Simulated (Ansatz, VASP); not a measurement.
ZrPdSe3: VASP beside Ansatz

INCAR

```
  PREC = Accurate
  ENCUT = 520
  EDIFF = 1E-7
  ISMEAR = 0
  SIGMA = 0.1
  LREAL = F
  LASPH = T
  NELM = 100
  ALGO = Normal
  ISIF = 2
  LWAVE = F
  LCHARG = F
  GGA = PE
  NBANDS = 28
```

KPOINTS

```
Automatic mesh
0
Gamma
  4 4 4
```

File POSCAR:

```
ZrPdSe3
1.0
    4.4240671800      0.0000000000      0.0000000000
    0.0000000000      4.4240671800      0.0000000000
    0.0000000000      0.0000000000      5.6045567100
Zr Pd Se
1 1 3
Direct
    0.0000000000      0.0000000000      0.0000000000
    0.5000000000      0.5000000000      0.6650000200
    0.0000000000      0.5000000000      0.5000000000
    0.5000000000      0.0000000000      0.5000000000
    0.5000000000      0.5000000000      0.1076000000
```

Input for Ansatz:

```yaml
crystal:
  lattice:
    - [4.42406718, 0.0, 0.0]
    - [0.0, 4.42406718, 0.0]
    - [0.0, 0.0, 5.60455671]
  atoms:
    - { symbol: Zr, position: [0.0, 0.0, 0.0] }
    - { symbol: Pd, position: [0.5, 0.5, 0.66500002] }
    - { symbol: Se, position: [0.0, 0.5, 0.5] }
    - { symbol: Se, position: [0.5, 0.0, 0.5] }
    - { symbol: Se, position: [0.5, 0.5, 0.1076] }
basis:
  ecutwfc: 420
kpoints:
  mp_grid: { grid: [4, 4, 4] }
hamiltonian:
  xc: pbe
scf:
  occupations: { method: gaussian, width: 0.1 }
  lower_state_search: "off"
output:
  forces: true
  stress: true
  eigenvalues: true
```

Change from the starting cell: species swapped into the PrBPt3 type (P4mm, No. 99).

Alike in both runs: task single point; functional PBE; k mesh 4 × 4 × 4; occupations gaussian, width 0.1 eV; no spin polarisation.

```csv
,VASP,Ansatz
version,VASP 6.6.1,Ansatz 0.2.0
potentials or method,"VASP PAW PBE potentials, release 64 (Zr_sv, Pd, Se), cutoff 520 eV","scalar-relativistic, plane waves, PAW"
valence electrons in the cell,40,78
```

```tsv
	VASP	Ansatz	Ansatz less VASP
gap on the k mesh at the Fermi level (eV)	none	none	-
pressure (GPa)	0.3	0.2	-0.08
traceless stress, the component that is largest in VASP (GPa)	1.26	1.30	+0.038
rms of the force components (eV/Å)	0.552	0.549	-0.0036
```

Atom by atom the forces differ by 0.006 eV/Å (rms over components). A gap of «none» marks a metal or a gap that the smearing closes. With one functional, cell and mesh, what is left measures potentials, basis and numerics. VASP's potentials hold 40 valence electrons a cell and Ansatz's 78, so a difference there can come from the potentials and not from the codes.
